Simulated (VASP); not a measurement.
Input of a VASP 6.6.1 run:

INCAR

```
ALGO     = Normal         # electronic algorithm
EDIFF    = 1E-6           # SCF threshold, eV
ENCUT    = 520            # plane-wave cutoff, eV
GGA      = PE             # functional
ISIF     = 2              # what is computed and relaxed
ISMEAR   = 0              # smearing method
LASPH    = T              # aspherical terms in the spheres
LCHARG   = T              # write CHGCAR
LELF     = T              # ELF
LREAL    = F              # projectors in reciprocal space
LVHAR    = T            
LWAVE    = F              # write WAVECAR
NBANDS   = 16             # bands
NELM     = 80             # most SCF steps
PREC     = Accurate       # precision mode
SIGMA    = 0.01           # smearing width, eV
```

The input KPOINTS:

```
k-points
0
Gamma
  9 9 4
```

Contents of POSCAR:

```
SiC
1.0
    3.0753562473      0.0000000000      0.0000000000
   -1.5376781236      2.6633366358      0.0000000000
    0.0000000000      0.0000000000      5.0481081049
Si C
2 2
Direct
    0.3333333333      0.6666666667     -0.0004084052
    0.6666666667      0.3333333333      0.4995915948
    0.3333333333      0.6666666667      0.3754084052
    0.6666666667      0.3333333333      0.8754084052
```

Potentials or basis: VASP PAW PBE potentials, release 64 (Si, C).

The run is started by

```sh
$ cat potpaw_PBE.64/Si/POTCAR potpaw_PBE.64/C/POTCAR > POTCAR
$ mpirun -np 1 vasp_std > vasp.out
```

(1) What does it give for the pressure?

(2) What does it give for the band gap on the k mesh?

## Answers

(1) 3.5 GPa.

(2) 2.27 eV, indirect (least direct gap 4.01 eV).
